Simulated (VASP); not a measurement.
# W (Im-3m) in VASP: a series of runs

Runs on W. Level: PBEsol. Tasks: single point.

Program: VASP 6.6.1. These are calculated values, not measurements. Logs are shortened: lines on timing, memory, paths and dates and some standing lists are left out, and cuts for length are marked.

## Step 1: The cell of the first run

The structure is cubic, space group Im-3m (No. 229). The conventional cell has a = 3.154 Å, b = 3.154 Å, c = 3.154 Å, α = 90.00°, β = 90.00°, γ = 90.00°. W (site symmetry m-3m) has 14 W at 2.73 to 3.15 Å within 3.6 Å.

## Step 2: Single point, PBEsol

Contents of INCAR:

```
SYSTEM = W
  PREC = Accurate
  ENCUT = 520
  EDIFF = 1E-6
  ISMEAR = 0
  SIGMA = 0.1
  LREAL = .FALSE.
  LASPH = .TRUE.
  NELM = 60
  ALGO = Normal
  ISIF = 2
  LWAVE = .FALSE.
  LCHARG = .FALSE.
  GGA = PS
  NBANDS = 21
```

Contents of KPOINTS:

```
Automatic mesh
0
G
  16 16 16
  0 0 0
```

Contents of POSCAR:

```
W
1.0
    3.1543279752      0.0000000000      0.0000000000
    0.0000000000      3.1543279752      0.0000000000
    0.0000000000      0.0000000000      3.1543279752
W
2
Direct
    0.0000000000      0.0000000000      0.0000000000
    0.5000000000      0.5000000000      0.5000000000
```

Potentials or basis: VASP PAW PBE potentials, release 64 (W_sv).

Started as:

```bash
$ cat potpaw_PBE.64/W_sv/POTCAR > POTCAR
$ mpirun -np 1 vasp_std > vasp.out
```

OUTCAR:

```text
SYSTEM = W
   PREC = Accurate
   ENCUT = 520
   EDIFF = 1E-6
   ISMEAR = 0
   LREAL = .FALSE.
   LASPH = .TRUE.
   NELM = 60
   ISIF = 2
   GGA = PS

 ion  position               nearest neighbor table
   1  0.000  0.000  0.000-   2 2.73   2 2.73   2 2.73   2 2.73   2 2.73   2 2.73   2 2.73   2 2.73

   2  0.500  0.500  0.500-   1 2.73   1 2.73   1 2.73   1 2.73   1 2.73   1 2.73   1 2.73   1 2.73

  LATTYP: Found a simple cubic cell.
 ALAT       =     3.1543279752

  Lattice vectors:

 A1 = (   3.1543279752,   0.0000000000,   0.0000000000)
 A2 = (   0.0000000000,   3.1543279752,   0.0000000000)
 A3 = (   0.0000000000,   0.0000000000,   3.1543279752)

Analysis of symmetry for initial positions (statically):
=====================================================================
 Subroutine PRICEL returns following result:

  LATTYP: Found a body centered cubic cell.
 ALAT       =     3.1543279752

  Lattice vectors:

 A1 = (   1.5771639876,   1.5771639876,  -1.5771639876)
 A2 = (  -1.5771639876,   1.5771639876,   1.5771639876)
 A3 = (   1.5771639876,  -1.5771639876,   1.5771639876)

   2 primitive cells build up your supercell.

 Routine SETGRP: Setting up the symmetry group for a
 simple cubic supercell.

 Subroutine GETGRP returns: Found 48 space group operations
 (whereof 48 operations were pure point group operations)
 out of a pool of 48 trial point group operations.

The static configuration has the point symmetry O_h .

Analysis of symmetry for dynamics (positions and initial velocities):
=====================================================================
 Subroutine PRICEL returns following result:

  LATTYP: Found a body centered cubic cell.
 ALAT       =     3.1543279752

  Lattice vectors:

 A1 = (   1.5771639876,   1.5771639876,  -1.5771639876)
 A2 = (  -1.5771639876,   1.5771639876,   1.5771639876)
 A3 = (   1.5771639876,  -1.5771639876,   1.5771639876)

   2 primitive cells build up your supercell.

 Routine SETGRP: Setting up the symmetry group for a
 simple cubic supercell.

 Subroutine GETGRP returns: Found 48 space group operations
 (whereof 48 operations were pure point group operations)
 out of a pool of 48 trial point group operations.

[... 82 lines left out ...]
   total plane-waves  NPLWV =  13824
   dimension x,y,z NGX =    24 NGY =   24 NGZ =   24
   dimension x,y,z NGXF=    48 NGYF=   48 NGZF=   48
   ions per type =               2
   NGX,Y,Z   is equivalent  to a cutoff of  12.65, 12.65, 12.65 a.u.
   NGXF,Y,Z  is equivalent  to a cutoff of  25.30, 25.30, 25.30 a.u.
 SYSTEM =  W
   PREC   = accura    normal or accurate (medium, high low for compatibility)
   ISTART =      0    job   : 0-new  1-cont  2-samecut
   ICHARG =      2    charge: 1-file 2-atom 10-const
   ISPIN  =      1    spin polarized calculation?
   LNONCOLLINEAR =      F non collinear calculations
   LSORBIT =      F    spin-orbit coupling
   LASPH  =      T    aspherical Exc in radial PAW
   ENCUT  =  520.0 eV  38.22 Ry    6.18 a.u.   5.86  5.86  5.86*2*pi/ulx,y,z
   NELM   =     60;   NELMIN=  2; NELMDL= -5     # of ELM steps
   EDIFF  = 0.1E-05   stopping-criterion for ELM
   LREAL  =      F    real-space projection
   EDIFFG = 0.1E-04   stopping-criterion for IOM
   NSW    =      0    number of steps for IOM
   IBRION =     -1    ionic relax: 0-MD 1-quasi-New 2-CG
   NFREE  =      0    steps in history (QN), initial steepest desc. (CG)
   ISIF   =      2    stress and relaxation
   ISYM   =      2    0-nonsym 1-usesym 2-fastsym
   POTIM  = 0.5000    time-step for ionic-motion
   TEBEG  =    0.0;   TEEND  =   0.0 temperature during run
   PSTRESS=    0.0 pullay stress
   NELECT =      28.0000    total number of electrons
   NUPDOWN=      -1.0000    fix difference up-down
   EMIN   =  10.00;   EMAX   =-10.00  energy-range for DOS
   EFERMI =   0.00;   METHOD = LEGACY
   ISMEAR =     0;   SIGMA  =   0.10  broadening in eV -4-tet -1-fermi 0-gaus
   EFERMI_NEDOS =   21; number of points for ismear=-14 and -15
   IALGO  =     38    algorithm
   IMIX   =      4    mixing-type and parameters
     AMIX     =   0.40;   BMIX     =  1.00
     AMIX_MAG =   1.60;   BMIX_MAG =  1.00
  volume/ion in A,a.u.               =      15.69       105.90
  Fermi-wavevector in a.u.,A,eV,Ry     =   1.575992  2.978193 33.793479  2.483751
  Thomas-Fermi vector in A             =   2.676892
   LORBIT       =      0    0 simple, 1 ext, 2 COOP (PROOUT), +10 PAW based schemes
   GGA     = PS    functional components
   LHFCALC =     F    Hartree Fock is set to
   AEXX    =    0.0000 exact exchange contribution
   IVDW    =     0    specifies the selected vdW correction
   LEPSILON=     F    determine dielectric tensor
   LRPA    =     F    only Hartree local field effects (RPA)
 non-spin polarized calculation
 Gauss-broadening in eV      SIGMA  =   0.10
  energy-cutoff  :      520.00
  volume of cell :       31.38
 maximum number of plane-waves:       876
 NGX is ok and might be reduce to    24
   NGX = 11   NGY = 11   NGZ = 11

 number of electron      28.0000003 magnetization

 Free energy of the ion-electron system (eV)
  ---------------------------------------------------
  ext. energy  EPLUGINS =         0.00000000
  ---------------------------------------------------
  free energy    TOTEN  =       -27.60871294 eV

  energy without entropy =      -27.60162429  energy(sigma->0) =      -27.60516861

 E-fermi :  11.4549     XC(G=0): -13.8184

 val. band max:       11.4465614037   @ k =   0.3125   0.2500   0.0000
 cond. band min:      11.4554529496   @ k =   0.2500   0.1875   0.0000
 fundamental gap:      0.0088915459
 Fermi energy:        11.4548562160

 k-point     1 :       0.0000    0.0000    0.0000
  band No.  band energies     occupation
      1     -62.7122      2.00000
      2     -62.4666      2.00000
      3     -27.1897      2.00000
      4     -27.1897      2.00000
      5     -27.1897      2.00000
      6     -26.2547      2.00000
[... 565 lines left out ...]
     20      15.0561      0.00000
     21      25.3391      0.00000

 [... further k-points ...]
[... 5 lines left out ...]
  --------------------------------------------------------------------------------------
  -------------------------------------------------------------------------------------
  Total        0.1131175      0.1131175      0.1131175      0.0000000      0.0000000      0.0000000
  in kB        5.7745732      5.7745732      5.7745732      0.0000000      0.0000000      0.0000000
  external PRESSURE =       5.7745732 kB  Pullay stress =       0.0000000 kB

 VOLUME and BASIS-vectors are now :
 -----------------------------------------------------------------------------
  energy-cutoff  :      520.00
  volume of cell :       31.38
      direct lattice vectors                 reciprocal lattice vectors
     3.154327975  0.000000000  0.000000000     0.317024738  0.000000000  0.000000000
     0.000000000  3.154327975  0.000000000     0.000000000  0.317024738  0.000000000
     0.000000000  0.000000000  3.154327975     0.000000000  0.000000000  0.317024738

 POSITION                                       TOTAL-FORCE (eV/Angst)
 -----------------------------------------------------------------------------------
      0.00000      0.00000      0.00000         0.000000      0.000000      0.000000
      1.57716      1.57716      1.57716        -0.000000     -0.000000     -0.000000
 -----------------------------------------------------------------------------------
    total drift:                                0.000000      0.000000     -0.000000

  FREE ENERGIE OF THE ION-ELECTRON SYSTEM (eV)
  ---------------------------------------------------
  free  energy   TOTEN  =       -27.6087129387 eV

  energy  without entropy=      -27.6016242873  energy(sigma->0) =      -27.60516861
```

stdout:

```text
POSCAR found type information on POSCAR W
 POSCAR found :  1 types and       2 ions
 scaLAPACK will be used
 -----------------------------------------------------------------------------
|                                                                             |
|                                                                             |
|     You enforced a specific xc type in the INCAR file but a different       |
|     I HOPE YOU KNOW WHAT YOU ARE DOING!                                     |
|                                                                             |
 -----------------------------------------------------------------------------

 LDA part: xc-table for (Slater+PW92), standard interpolation
 POSCAR, INCAR and KPOINTS ok, starting setup
 FFT: planning ... GRIDC
 FFT: planning ... GRID_SOFT
 FFT: planning ... GRID
 WAVECAR not read
 entering main loop
```

It took 36 s on 1 thread of AMD EPYC 9R45 (Zen 5), shared host; peak memory 0.17 GiB.

What came out:

| Quantity | Value |
| --- | --- |
| Free energy | -27.6087 eV |
| Pressure | 0.6 GPa |
| Band gap on the k mesh | zero (band 14 reaches 12.15 eV, above the bottom of band 15 at 10.88 eV) |

Levels at points of the mesh, in eV from the Fermi level:
```tsv
k point	band 12	band 13	band 14	band 15	band 16	band 17
(0.00, 0.00, 0.00)	-1.29	-1.29	-1.29	2.23	2.23	5.22
(0.50, 0.00, 0.00)	-2.92	-0.57	-0.57	-0.57	-0.57	1.34
(0.50, 0.50, 0.00)	-3.66	0.70	0.70	2.13	2.13	3.12
(0.50, 0.50, 0.50)	-3.02	-3.02	-3.02	3.29	3.29	3.29
```

Caveat: the PAW data sets were made with another functional, which shifts forces and pressure a little; spin-orbit coupling is left out, which moves the levels of the heavy elements.

## Step 3: Single point, PBEsol (equal strain along all axes, cell held: +1.0 %)

Contents of INCAR:

```
SYSTEM = W
ALGO = Normal ; EDIFF = 1E-7
ENCUT = 520 ; GGA = PS
ISIF = 2 ; ISMEAR = 0
LASPH = .TRUE. ; LCHARG = .FALSE.
LREAL = .FALSE. ; LWAVE = .FALSE.
NBANDS = 21 ; NELM = 60
PREC = Accurate ; SIGMA = 0.1
```

Contents of KPOINTS:

```
k-points
0
G
  16 16 16
  0 0 0
```

Contents of POSCAR:

```
W
1.0
    3.1858712550      0.0000000000      0.0000000000
    0.0000000000      3.1858712550      0.0000000000
    0.0000000000      0.0000000000      3.1858712550
W
2
Direct
    0.0000000000      0.0000000000      0.0000000000
    0.5000000000      0.5000000000      0.5000000000
```

Potentials or basis: VASP PAW PBE potentials, release 64 (W_sv).

Started as:

```bash
$ cat potpaw_PBE.64/W_sv/POTCAR > POTCAR
$ mpirun -np 1 vasp_std > vasp.out
```

Wall time 40 s (1 thread of AMD EPYC 9R45 (Zen 5), shared host); peak memory 0.17 GiB.

It converged, with:

* Free energy: -27.5848 eV
* Pressure: -8.6 GPa
* Band gap on the k mesh: zero (band 14 reaches 11.62 eV, above the bottom of band 15 at 10.47 eV)

Levels at points of the mesh, in eV from the Fermi level:
```tsv
k point	band 12	band 13	band 14	band 15	band 16	band 17
(0.00, 0.00, 0.00)	-1.23	-1.23	-1.23	2.16	2.16	5.00
(0.50, 0.00, 0.00)	-2.77	-0.55	-0.55	-0.55	-0.55	1.30
(0.50, 0.50, 0.00)	-3.51	0.60	0.60	2.04	2.04	3.00
(0.50, 0.50, 0.50)	-2.95	-2.95	-2.95	3.16	3.16	3.16
```

Caveat: the cell differs from its parent crystal (equal strain along all axes, cell held: +1.0 %); the PAW data sets were made with another functional, which shifts forces and pressure a little; spin-orbit coupling is left out, which moves the levels of the heavy elements.

[end of part 1 of 3]
